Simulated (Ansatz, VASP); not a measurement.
## Two plane-wave programs on AlN

```xyz
4
Lattice="3.1999 0.0000 0.0000 -1.5999 2.6905 0.0000 0.0000 0.0000 4.9786" Properties=species:S:1:pos:R:3 pbc="T T T"
Al    0.0000    1.7896   -0.0222
Al    1.5999    0.9009    2.4671
N     0.0000    1.7789    1.8892
N     1.5999    0.9116    4.3785
```

Change from the starting cell: uniaxial_x strain +3.0%.

Alike in both runs: task single point; functional HSE06; k mesh 6 × 6 × 4; no spin polarisation.

```csv
,VASP,Ansatz
version,VASP 6.6.1,Ansatz 0.2.0
potentials or method,"VASP PAW PBE potentials, release 64 (Al, N)","plane waves, PAW"
plane-wave cutoff (eV),520,420
occupations,"gaussian, width 0.01 eV",fixed
valence electrons in the cell,16,16
```

VASP gave:

| Quantity | Value |
| --- | --- |
| gap on the k mesh at the Fermi level (eV) | 5.23 |
| pressure (GPa) | -6.9 |
| traceless stress, the component that is largest in VASP (GPa) | -5.24 |
| rms of the force components (eV/Å) | 0.004 |

Problem. Estimate Ansatz's values.

Solution. gap on the k mesh at the Fermi level (eV): 5.24; pressure (GPa): -6.7; traceless stress, the component that is largest in VASP (GPa): -5.15; rms of the force components (eV/Å): 0.006.

Atom by atom the forces differ by 0.002 eV/Å (rms over components). Ansatz's warnings: stress exchange threshold loose, stress scf threshold loose.
